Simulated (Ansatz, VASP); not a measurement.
## BP in VASP and in Ansatz

```
B P
1.0
     0.00000    2.26016    2.26016
     2.26016    0.00000    2.26016
     2.26016    2.26016    0.00000
B P
1 1
Direct
  0.00000 0.00000 0.00000
  0.75000 0.75000 0.75000
```

Alike in both runs: functional PBEsol; k mesh 8 × 8 × 8; no spin polarisation.

Ansatz relaxed the structure, and its values are those at the end. VASP's run is a single point on that final structure, the one shown.

```csv
,VASP,Ansatz
version,VASP 6.6.1,Ansatz 0.2.0
potentials or method,"VASP PAW PBE potentials, release 64 (B, P)","PAW with Ansatz's default frozen-core files, scalar-relativistic"
plane-wave cutoff (eV),500,420
occupations,"gaussian, width 0.01 eV",fixed
valence electrons in the cell,8,8
```

Ansatz gave:

```
gap on the k mesh at the Fermi level (eV) : 1.15
pressure (GPa)                            : 0.0
```

Task: What did VASP give for the same quantities?

Result: gap on the k mesh at the Fermi level (eV): 1.15; pressure (GPa): 0.1.

VASP's potentials were made for PBE, not for PBEsol.
